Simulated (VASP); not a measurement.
Crystal: Hg.

```
Hg
1.0
     4.54000    0.00000    0.00000
    -2.27000    3.93176    0.00000
     0.00000    0.00000    3.87000
Hg
3
Direct
  0.33333 0.66667 0.50000
  0.00000 0.00000 0.00000
  0.66667 0.33333 0.50000
```

- Program: VASP 6.6.1
- Task: relaxation of cell and atoms
- Functional: PBE
- Dispersion: D3(BJ)
- Potentials or basis: VASP PAW PBE potentials, release 64 (Hg)
- Cutoff: 600 eV
- k mesh: 6 × 6 × 6
- Occupations: gaussian, width 0.1 eV
- Spin: no spin polarisation

At the start: pressure 10.6 GPa; volume 23.03 Å³/atom.

Task: Where does the relaxation end?

Result: Over 14 steps the energy falls by 285.1 meV/atom and the volume is 25.79 Å³/atom (+12.0 %); space group P6/mmm (No. 191, to 0.1 Å) before and after.

Step by step:
```csv
step,energy change (eV),largest force (eV/Å),pressure (GPa),volume (Å³)
1,0.0000,0.0000,10.65,69.08
2,-0.5833,0.0000,0.12,85.31
3,-0.5941,0.0000,-0.26,87.26
4,-0.6002,0.0000,-0.85,91.22
5,-0.6006,0.0000,-0.73,90.50
6,-0.6353,0.0000,-0.74,89.04
7,-0.7366,0.0000,-0.71,84.45
8,-0.8398,0.0000,1.23,74.39
9,-0.8371,0.0000,-0.26,78.79
10,-0.8514,0.0000,0.29,76.81
11,-0.8521,0.0000,0.44,76.36
12,-0.8521,0.0000,0.55,76.05
13,-0.8541,0.0000,-0.22,78.16
14,-0.8553,0.0000,0.05,77.37
```

Final structure:
```
Hg
1.0
     5.40059    0.00000    0.00000
    -2.70030    4.67705    0.00000
     0.00000    0.00000    3.06315
Hg
3
Direct
  0.33333 0.66667 0.50000
  0.00000 0.00000 0.00000
  0.66667 0.33333 0.50000
```

Caveat: a cell axis changed by over 15 % at a fixed basis, so the end point is rough.
